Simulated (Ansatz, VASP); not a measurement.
**NaCrF3 in VASP and in Ansatz**

```xyz
5
Lattice="4.2760 0.0000 0.0000 0.0000 4.2760 0.0000 0.0000 0.0000 4.2760" Properties=species:S:1:pos:R:3 pbc="T T T"
Cr    0.0000    0.0000    0.0000
F     2.1380    0.0000    0.0000
F     0.0000    2.1380    0.0000
F     0.0000    0.0000    2.1380
Na    2.1380    2.1380    2.1380
```

Alike in both runs: task single point; functional PBE; k mesh 4 × 4 × 4; collinear spin; Hubbard terms Cr d U = 3.16 eV.

|  | VASP | Ansatz |
| --- | --- | --- |
| version | VASP 6.6.1 | Ansatz 0.2.0 |
| potentials or method | VASP PAW PBE potentials, release 64 (Cr_pv, F, Na_pv), cutoff 520 eV | PAW plane waves |
| occupations | fermi-dirac, width 0.1 eV | fermi-dirac |
| valence electrons in the cell | 40 | 44 |

VASP gave:

```
gap on the k mesh at the Fermi level (eV)                     : none
pressure (GPa)                                                : -4.8
traceless stress, the component that is largest in VASP (GPa) : 0.00
net moment per atom (μB)                                      : 0.80
size of the moment on the site where the two differ most (μB) : 3.80
```

**Question.** What did Ansatz give for the same quantities?

**Answer.** gap on the k mesh at the Fermi level (eV): none; pressure (GPa): -3.8; traceless stress, the component that is largest in VASP (GPa): 2.60; net moment per atom (μB): 0.80; size of the moment on the site where the two differ most (μB): 3.28.

Site moments also hang on the region over which each program counts them. The programs project onto different local orbitals, so the same U acts differently, and such runs can settle in different states. A gap of «none» marks a metal or a gap that the smearing closes. VASP's potentials hold 40 valence electrons a cell and Ansatz's 44, so a difference there can come from the potentials and not from the codes. Ansatz's warnings: filled band counts differ across k points, reached outside group.

The k mesh is coarse, so the values compare programs but aren't converged.
